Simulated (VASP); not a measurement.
# BAs (rocksalt type) (Fm-3m) in VASP: notebook, part 2 of 3

VASP 6.6.1. Earlier steps stand in the parts before.

### Step 4. Single point, r2SCAN (volume scaled by 0.94)

POSCAR

```
BAs
1.0
    0.0000000000      2.2542482639      2.2542482639
    2.2542482639      0.0000000000      2.2542482639
    2.2542482639      2.2542482639      0.0000000000
B As
1 1
Direct
    0.0000000000      0.0000000000      0.0000000000
    0.5000000000      0.5000000000      0.5000000000
```

INCAR.step1

```
SYSTEM = BAs
  PREC = Accurate
  ENCUT = 520
  ISMEAR = -1
  SIGMA = 0.05
  LREAL = .FALSE.
  LASPH = .TRUE.
  NELM = 100
  NBANDS = 11
  GGA = PE
  ALGO = Normal
  EDIFF = 1E-4
  LWAVE = .TRUE.
  LCHARG = .FALSE.
```

INCAR.step2

```
SYSTEM = BAs
  PREC = Accurate
  ENCUT = 520
  EDIFF = 1E-6
  ISMEAR = -1
  SIGMA = 0.05
  LREAL = .FALSE.
  LASPH = .TRUE.
  NELM = 100
  ALGO = Normal
  ISIF = 2
  LWAVE = .FALSE.
  LCHARG = .FALSE.
  METAGGA = R2SCAN
  LMIXTAU = .TRUE.
  NBANDS = 11
  ISTART = 1
```

KPOINTS

```
regular mesh
0
G
  15 15 15
  0 0 0
```

Potentials or basis: VASP PAW PBE potentials, release 64 (B, As).

On the command line:

```bash
$ cat potpaw_PBE.64/B/POTCAR potpaw_PBE.64/As/POTCAR > POTCAR
$ cp INCAR.step1 INCAR
$ mpirun -np 1 vasp_std > vasp.out
$ cp INCAR.step2 INCAR
$ mpirun -np 1 vasp_std > vasp.out
```

OUTCAR:

```text
SYSTEM = BAs
   PREC = Accurate
   ENCUT = 520
   EDIFF = 1E-6
   ISMEAR = -1
   LREAL = .FALSE.
   LASPH = .TRUE.
   NELM = 100
   ISIF = 2
   METAGGA = R2SCAN
   ISTART = 1

 ion  position               nearest neighbor table
   1  0.000  0.000  0.000-   2 2.25   2 2.25   2 2.25   2 2.25   2 2.25   2 2.25
   2  0.500  0.500  0.500-   1 2.25   1 2.25   1 2.25   1 2.25   1 2.25   1 2.25

  LATTYP: Found a face centered cubic cell.
 ALAT       =     4.5084965278

  Lattice vectors:

 A1 = (   0.0000000000,   2.2542482639,   2.2542482639)
 A2 = (   2.2542482639,   0.0000000000,   2.2542482639)
 A3 = (   2.2542482639,   2.2542482639,   0.0000000000)

Analysis of symmetry for initial positions (statically):
=====================================================================
 Subroutine PRICEL returns:
 Original cell was already a primitive cell.

 Routine SETGRP: Setting up the symmetry group for a
 face centered cubic supercell.

 Subroutine GETGRP returns: Found 48 space group operations
 (whereof 48 operations were pure point group operations)
 out of a pool of 48 trial point group operations.

The static configuration has the point symmetry O_h .

Analysis of symmetry for dynamics (positions and initial velocities):
[... 165 lines left out ...]
 k-point     1 :       0.0000    0.0000    0.0000
  band No.  band energies     occupation
      1      -9.3998      2.00000
      2       7.9969      1.70081
      3       7.9969      1.70081
      4       7.9969      1.70080
      5      12.8992      0.00000
      6      16.7431      0.00000
      7      16.7431      0.00000
      8      16.7431      0.00000
      9      17.4316      0.00000
     10      17.4316      0.00000
     11      17.4316      0.00000
[... 309 lines left out ...]
 k-point    24 :       0.2000    0.1333    0.0000
  band No.  band energies     occupation
      1      -8.5514      2.00000
      2       5.3276      2.00000
      3       6.5654      2.00000
      4       7.4204      2.00000
      5      10.7603      0.00000
      6      15.2659      0.00000
      7      15.5834      0.00000
      8      16.7537      0.00000
      9      17.1317      0.00000
     10      20.5865      0.00000
     11      20.6229      0.00000

 [... further k-points ...]
[... 5 lines left out ...]
  --------------------------------------------------------------------------------------
  -------------------------------------------------------------------------------------
  Total        1.3941250      1.3941250      1.3941250     -0.0000000     -0.0000000      0.0000000
  in kB       97.4938132     97.4938132     97.4938132     -0.0000000     -0.0000000      0.0000000
  external PRESSURE =      97.4938132 kB  Pullay stress =       0.0000000 kB

 VOLUME and BASIS-vectors are now :
 -----------------------------------------------------------------------------
  energy-cutoff  :      520.00
  volume of cell :       22.91
      direct lattice vectors                 reciprocal lattice vectors
     0.000000000  2.254248264  2.254248264    -0.221803431  0.221803431  0.221803431
     2.254248264  0.000000000  2.254248264     0.221803431 -0.221803431  0.221803431
     2.254248264  2.254248264  0.000000000     0.221803431  0.221803431 -0.221803431

 POSITION                                       TOTAL-FORCE (eV/Angst)
 -----------------------------------------------------------------------------------
      0.00000      0.00000      0.00000         0.000000      0.000000     -0.000000
      2.25425      2.25425      2.25425         0.000000      0.000000      0.000000
 -----------------------------------------------------------------------------------
    total drift:                                0.000000     -0.000000     -0.000000

  FREE ENERGIE OF THE ION-ELECTRON SYSTEM (eV)
  ---------------------------------------------------
  free  energy   TOTEN  =       -20.1533589023 eV

  energy  without entropy=      -20.1480896000  energy(sigma->0) =      -20.15072425
```

OUTCAR.step1:

```text
SYSTEM = BAs
   PREC = Accurate
   ENCUT = 520
   ISMEAR = -1
   LREAL = .FALSE.
   LASPH = .TRUE.
[... 556 lines left out ...]
      0.00000      0.00000      0.00000         0.000000     -0.000000     -0.000000
      2.25425      2.25425      2.25425        -0.000000      0.000000      0.000000
 -----------------------------------------------------------------------------------
    total drift:                                0.000000     -0.000000     -0.000000

  FREE ENERGIE OF THE ION-ELECTRON SYSTEM (eV)
  ---------------------------------------------------
  free  energy   TOTEN  =        -9.5783101186 eV

  energy  without entropy=       -9.5728275008  energy(sigma->0) =       -9.57556881
```

Run time: 2.7 min. Hardware: 1 thread of AMD EPYC 7R43 (Zen 3), shared host; peak memory 0.13 GiB.

What came out:

```yaml
Free_energy: -20.1534 eV
Pressure: 9.7 GPa
Band_gap_on_the_k_mesh: zero (band 4 reaches 9.60 eV, above the bottom of band 5 at 4.61 eV)
```

Levels at points of the mesh, in eV from the Fermi level:
```
           k point  band 1  band 2  band 3  band 4  band 5  band 6  band 7  band 8
(0.00, 0.00, 0.00)  -17.48   -0.09   -0.09   -0.09    4.82    8.66    8.66    8.66
```

Caveat: the cell differs from its parent crystal (volume scaled by 0.94); the PAW data sets were made with another functional, which shifts forces and pressure a little.

### Step 5. Single point, r2SCAN

This run uses another cell than the first one, of 12.19 Å³/atom, 1.250 times its volume.

POSCAR

```
BAs
1.0
    0.0000000000      2.3012252255      2.3012252255
    2.3012252255      0.0000000000      2.3012252255
    2.3012252255      2.3012252255      0.0000000000
B As
1 1
Direct
    0.0000000000      0.0000000000      0.0000000000
    0.5000000000      0.5000000000      0.5000000000
```

INCAR.step1

```
SYSTEM = BAs
PREC = Accurate
ENCUT = 520
ISMEAR = -1
SIGMA = 0.05
LREAL = .FALSE.
LASPH = .TRUE.
NELM = 80
NBANDS = 11
GGA = PE
ALGO = Normal
EDIFF = 1E-4
LWAVE = .TRUE.
LCHARG = .FALSE.
```

INCAR.step2

```
SYSTEM = BAs
PREC = Accurate
ENCUT = 520
EDIFF = 1E-6
ISMEAR = -1
SIGMA = 0.05
LREAL = .FALSE.
LASPH = .TRUE.
NELM = 80
ALGO = Normal
ISIF = 2
LWAVE = .FALSE.
LCHARG = .FALSE.
METAGGA = R2SCAN
LMIXTAU = .TRUE.
NBANDS = 11
ISTART = 1
```

KPOINTS

```
Automatic mesh
0
G
  15 15 15
  0 0 0
```

Potentials or basis: VASP PAW PBE potentials, release 64 (B, As).

On the command line:

```bash
$ cat potpaw_PBE.64/B/POTCAR potpaw_PBE.64/As/POTCAR > POTCAR
$ cp INCAR.step1 INCAR
$ mpirun -np 1 vasp_std > vasp.out
$ cp INCAR.step2 INCAR
$ mpirun -np 1 vasp_std > vasp.out
```

OUTCAR:

```text
SYSTEM = BAs
   PREC = Accurate
   ENCUT = 520
   EDIFF = 1E-6
   ISMEAR = -1
   LREAL = .FALSE.
   LASPH = .TRUE.
   NELM = 80
   ISIF = 2
   METAGGA = R2SCAN
   ISTART = 1

 ion  position               nearest neighbor table
   1  0.000  0.000  0.000-   2 2.30   2 2.30   2 2.30   2 2.30   2 2.30   2 2.30
   2  0.500  0.500  0.500-   1 2.30   1 2.30   1 2.30   1 2.30   1 2.30   1 2.30

  LATTYP: Found a face centered cubic cell.
 ALAT       =     4.6024504510

  Lattice vectors:

 A1 = (   0.0000000000,   2.3012252255,   2.3012252255)
 A2 = (   2.3012252255,   0.0000000000,   2.3012252255)
 A3 = (   2.3012252255,   2.3012252255,   0.0000000000)

Analysis of symmetry for initial positions (statically):
=====================================================================
 Subroutine PRICEL returns:
 Original cell was already a primitive cell.

 Routine SETGRP: Setting up the symmetry group for a
 face centered cubic supercell.

 Subroutine GETGRP returns: Found 48 space group operations
 (whereof 48 operations were pure point group operations)
 out of a pool of 48 trial point group operations.

The static configuration has the point symmetry O_h .

Analysis of symmetry for dynamics (positions and initial velocities):
=====================================================================
 Subroutine PRICEL returns:
 Original cell was already a primitive cell.

 Routine SETGRP: Setting up the symmetry group for a
 face centered cubic supercell.

 Subroutine GETGRP returns: Found 48 space group operations
 (whereof 48 operations were pure point group operations)
 out of a pool of 48 trial point group operations.

The dynamic configuration has the point symmetry O_h .

 Subroutine INISYM returns: Found 48 space group operations
 (whereof 48 operations are pure point group operations),
 and found     1 'primitive' translations

----------------------------------------------------------------------------------------

                                     Primitive cell

  volume of cell :      24.3729

  direct lattice vectors                    reciprocal lattice vectors
     0.000000000  2.301225226  2.301225226    -0.217275560  0.217275560  0.217275560
     2.301225226  0.000000000  2.301225226     0.217275560 -0.217275560  0.217275560
     2.301225226  2.301225226  0.000000000     0.217275560  0.217275560 -0.217275560

  length of vectors
     3.254423924  3.254423924  3.254423924     0.376332309  0.376332309  0.376332309

  position of ions in fractional coordinates (direct lattice)
     0.000000000  0.000000000  0.000000000
     0.500000000  0.500000000  0.500000000

  ion indices of the primitive-cell ions
   primitive index   ion index
                 1           1
                 2           2

----------------------------------------------------------------------------------------

 KPOINTS: Automatic mesh

Automatic generation of k-mesh.
 Grid dimensions read from file:
 generate k-points for:   15   15   15

 Generating k-lattice:

  Cartesian coordinates                     Fractional coordinates (reciprocal lattice)
    -0.014485037  0.014485037  0.014485037     0.066666667  0.000000000  0.000000000
     0.014485037 -0.014485037  0.014485037     0.000000000  0.066666667  0.000000000
     0.014485037  0.014485037 -0.014485037     0.000000000  0.000000000  0.066666667

  Length of vectors
     0.025088821  0.025088821  0.025088821

  Shift w.r.t. Gamma in fractional coordinates (k-lattice)
     0.000000000  0.000000000  0.000000000

 Subroutine IBZKPT returns following result:
 ===========================================

 Found    120 irreducible k-points:

 Following reciprocal coordinates:
            Coordinates               Weight
  0.000000  0.000000  0.000000      1.000000
  0.066667  0.000000  0.000000      8.000000
  0.133333  0.000000  0.000000      8.000000
  0.200000  0.000000  0.000000      8.000000
  0.266667  0.000000  0.000000      8.000000
  0.333333  0.000000  0.000000      8.000000
[... 16 lines left out ...]
  0.133333  0.133333  0.000000      6.000000
  0.200000  0.133333  0.000000     24.000000
 [... further k-points ...]
   k-points           NKPTS =    120   k-points in BZ     NKDIM =    120   number of bands    NBANDS=     11
   number of dos      NEDOS =    301   number of ions     NIONS =      2
   total plane-waves  NPLWV =  13824
   dimension x,y,z NGX =    24 NGY =   24 NGZ =   24
   dimension x,y,z NGXF=    48 NGYF=   48 NGZF=   48
   ions per type =               1   1
   NGX,Y,Z   is equivalent  to a cutoff of  12.26, 12.26, 12.26 a.u.
   NGXF,Y,Z  is equivalent  to a cutoff of  24.52, 24.52, 24.52 a.u.
 SYSTEM =  BAs
   PREC   = accura    normal or accurate (medium, high low for compatibility)
   ISTART =      1    job   : 0-new  1-cont  2-samecut
   ICHARG =      0    charge: 1-file 2-atom 10-const
   ISPIN  =      1    spin polarized calculation?
   LNONCOLLINEAR =      F non collinear calculations
   LSORBIT =      F    spin-orbit coupling
   LASPH  =      T    aspherical Exc in radial PAW
   ENCUT  =  520.0 eV  38.22 Ry    6.18 a.u.   6.05  6.05  6.05*2*pi/ulx,y,z
   NELM   =     80;   NELMIN=  2; NELMDL=  0     # of ELM steps
   EDIFF  = 0.1E-05   stopping-criterion for ELM
   LREAL  =      F    real-space projection
   EDIFFG = 0.1E-04   stopping-criterion for IOM
   NSW    =      0    number of steps for IOM
   IBRION =     -1    ionic relax: 0-MD 1-quasi-New 2-CG
   NFREE  =      0    steps in history (QN), initial steepest desc. (CG)
   ISIF   =      2    stress and relaxation
   ISYM   =      2    0-nonsym 1-usesym 2-fastsym
   POTIM  = 0.5000    time-step for ionic-motion
   TEBEG  =    0.0;   TEEND  =   0.0 temperature during run
   PSTRESS=    0.0 pullay stress
   NELECT =       8.0000    total number of electrons
   NUPDOWN=      -1.0000    fix difference up-down
   EMIN   =  10.00;   EMAX   =-10.00  energy-range for DOS
   EFERMI =   0.00;   METHOD = LEGACY
   ISMEAR =    -1;   SIGMA  =   0.05  broadening in eV -4-tet -1-fermi 0-gaus
   EFERMI_NEDOS =   21; number of points for ismear=-14 and -15
   IALGO  =     38    algorithm
   IMIX   =      4    mixing-type and parameters
     AMIX     =   0.40;   BMIX     =  1.00
     AMIX_MAG =   1.60;   BMIX_MAG =  1.00
  volume/ion in A,a.u.               =      12.19        82.24
  Fermi-wavevector in a.u.,A,eV,Ry     =   1.129282  2.134033 17.351205  1.275278
  Thomas-Fermi vector in A             =   2.265975
   LORBIT       =      0    0 simple, 1 ext, 2 COOP (PROOUT), +10 PAW based schemes
   METAGGA = R2SCAN    functional components
   LHFCALC =     F    Hartree Fock is set to
   AEXX    =    0.0000 exact exchange contribution
   IVDW    =     0    specifies the selected vdW correction
   LEPSILON=     F    determine dielectric tensor
   LRPA    =     F    only Hartree local field effects (RPA)
 non-spin polarized calculation
  energy-cutoff  :      520.00
  volume of cell :       24.37
 maximum number of plane-waves:       680
   NGX = 13   NGY = 13   NGZ = 13

 number of electron       7.9999999 magnetization

 Free energy of the ion-electron system (eV)
  ---------------------------------------------------
  ext. energy  EPLUGINS =         0.00000000
  ---------------------------------------------------
  free energy    TOTEN  =       -20.19679391 eV

  energy without entropy =      -20.19188872  energy(sigma->0) =      -20.19434132

 E-fermi :   7.2856     XC(G=0): -12.0662

 val. band max:        7.2506538641   @ k =  -0.4000   0.4667   0.1333
 cond. band min:       7.3258772038   @ k =   0.2667   0.0000   0.0000
 fundamental gap:      0.0752233397
 Fermi energy:         7.2855705627

 k-point     1 :       0.0000    0.0000    0.0000
  band No.  band energies     occupation
      1      -9.4922      2.00000
      2       7.2397      1.42890
      3       7.2397      1.42890
      4       7.2397      1.42883
      5      11.1886      0.00000
      6      15.5191      0.00000
      7      15.5191      0.00000
      8      15.5191      0.00000
      9      16.6388      0.00000
     10      16.6388      0.00000
     11      16.6388      0.00000
[... 309 lines left out ...]
 k-point    24 :       0.2000    0.1333    0.0000
  band No.  band energies     occupation
      1      -8.6852      2.00000
      2       4.5783      2.00000
      3       5.9154      2.00000
      4       6.6127      2.00000
      5       9.9215      0.00000
      6      13.9544      0.00000
      7      14.6403      0.00000
      8      15.5728      0.00000
      9      15.9070      0.00000
     10      19.5781      0.00000
     11      19.6376      0.00000

 [... further k-points ...]
[... 5 lines left out ...]
  --------------------------------------------------------------------------------------
  -------------------------------------------------------------------------------------
  Total        0.0215114      0.0215114      0.0215114     -0.0000000     -0.0000000      0.0000000
  in kB        1.4140756      1.4140756      1.4140756     -0.0000000     -0.0000000      0.0000000
  external PRESSURE =       1.4140756 kB  Pullay stress =       0.0000000 kB

 VOLUME and BASIS-vectors are now :
 -----------------------------------------------------------------------------
  energy-cutoff  :      520.00
  volume of cell :       24.37
      direct lattice vectors                 reciprocal lattice vectors
     0.000000000  2.301225226  2.301225226    -0.217275560  0.217275560  0.217275560
     2.301225226  0.000000000  2.301225226     0.217275560 -0.217275560  0.217275560
     2.301225226  2.301225226  0.000000000     0.217275560  0.217275560 -0.217275560

 POSITION                                       TOTAL-FORCE (eV/Angst)
 -----------------------------------------------------------------------------------
      0.00000      0.00000      0.00000        -0.000000     -0.000000     -0.000000
      2.30123      2.30123      2.30123         0.000000      0.000000      0.000000
 -----------------------------------------------------------------------------------
    total drift:                                0.000000     -0.000000     -0.000000

  FREE ENERGIE OF THE ION-ELECTRON SYSTEM (eV)
  ---------------------------------------------------
  free  energy   TOTEN  =       -20.1967939072 eV

  energy  without entropy=      -20.1918887235  energy(sigma->0) =      -20.19434132
```

OSZICAR.step1:

```text
N       E                     dE             d eps       ncg     rms          rms(c)
DAV:   1     0.113981100314E+02    0.11398E+02   -0.38093E+03  2648   0.649E+02
DAV:   2    -0.922085444903E+01   -0.20619E+02   -0.19851E+02  3543   0.100E+02
DAV:   3    -0.985210998290E+01   -0.63126E+00   -0.62575E+00  3195   0.154E+01
DAV:   4    -0.985351205562E+01   -0.14021E-02   -0.14019E-02  2903   0.801E-01
DAV:   5    -0.985351300878E+01   -0.95316E-06   -0.95293E-06  3080   0.237E-02    0.378E+00
DAV:   6    -0.963658056572E+01    0.21693E+00   -0.80475E-01  2733   0.329E+00    0.187E+00
DAV:   7    -0.963389243812E+01    0.26881E-02   -0.61046E-02  3114   0.131E+00    0.888E-01
DAV:   8    -0.963450409921E+01   -0.61166E-03   -0.26225E-03  2778   0.361E-01    0.490E-02
DAV:   9    -0.963452660157E+01   -0.22502E-04   -0.20682E-04  1975   0.681E-02
   1 F= -.96345266E+01 E0= -.96318547E+01  d E =-.534382E-02
```

Wall time 2.4 min (1 thread of AMD EPYC 7R43 (Zen 3), shared host); peak memory 0.13 GiB.

Results:

- Free energy: -20.1968 eV
- Pressure: 0.1 GPa
- Band gap on the k mesh: zero (band 4 reaches 8.80 eV, above the bottom of band 5 at 3.69 eV)

Levels at points of the mesh, in eV from the Fermi level:
```csv
k point,band 1,band 2,band 3,band 4,band 5,band 6,band 7,band 8,band 9
"(0.00, 0.00, 0.00)",-16.78,-0.05,-0.05,-0.05,3.90,8.23,8.23,8.23,9.35
```

Caveat: the PAW data sets were made with another functional, which shifts forces and pressure a little.

[end of part 2 of 3]
